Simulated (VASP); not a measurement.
The system is C.

```
CELL_PARAMETERS angstrom
2.46729 0.00000 0.00000
-1.23365 2.13674 0.00000
0.00000 0.00000 7.80307
ATOMIC_POSITIONS crystal
C 0.00000 0.00000 0.25000
C 0.00000 0.00000 0.75000
C 0.33333 0.66667 0.25000
C 0.66667 0.33333 0.75000
```

- Program: VASP 6.6.1
- Task: relaxation of cell and atoms
- Functional: PBEsol
- Potentials or basis: VASP PAW PBE potentials, release 64 (C)
- Cutoff: 600 eV
- k mesh: 21 × 21 × 6
- Occupations: gaussian, width 0.1 eV
- Spin: no spin polarisation

At the start: pressure -2.3 GPa; volume 10.28 Å³/atom.

Question: How do energy, volume and symmetry change on relaxing?

Answer: Over 16 steps the energy falls by 3.0 meV/atom and the volume is 9.23 Å³/atom (-10.3 %); space group P6_3/mmc (No. 194, to 0.05 Å).

The path:
| step | energy change (eV) | largest force (eV/Å) | pressure (GPa) | volume (Å³) |
| --- | --- | --- | --- | --- |
| 1 | 0.0000 | 0.0000 | -2.29 | 41.14 |
| 2 | 0.0106 | 0.0000 | 4.93 | 40.27 |
| 3 | -0.0025 | 0.0000 | -0.17 | 40.87 |
| 4 | -0.0025 | 0.0000 | -0.12 | 40.87 |
| 5 | -0.0027 | 0.0000 | -0.08 | 40.81 |
| 6 | -0.0033 | 0.0000 | -0.12 | 40.63 |
| 7 | -0.0045 | 0.0000 | -0.11 | 40.28 |
| 8 | -0.0068 | 0.0000 | -0.08 | 39.57 |
| 9 | -0.0107 | 0.0000 | -0.02 | 38.16 |
| 10 | -0.0079 | 0.0000 | 0.37 | 35.34 |
| 11 | -0.0119 | 0.0000 | 0.01 | 37.40 |
| 12 | -0.0117 | 0.0000 | 0.17 | 36.38 |
| 13 | -0.0121 | 0.0000 | 0.07 | 36.97 |
| 14 | -0.0121 | 0.0000 | 0.11 | 36.90 |
| 15 | -0.0072 | 0.0000 | -3.31 | 37.19 |
| 16 | -0.0121 | 0.0000 | 0.01 | 36.90 |

Final structure:
```
CELL_PARAMETERS angstrom
2.45963 0.00000 0.00000
-1.22982 2.13011 0.00000
0.00000 0.00000 7.04342
ATOMIC_POSITIONS crystal
C 0.00000 0.00000 0.25000
C 0.00000 0.00000 0.75000
C 0.33333 0.66667 0.25000
C 0.66667 0.33333 0.75000
```

Caveat: the PAW data sets were made with another functional, which shifts forces and pressure a little; this functional lacks dispersion, which binds the layers, so the pressure and a relaxed spacing across them are unreliable.
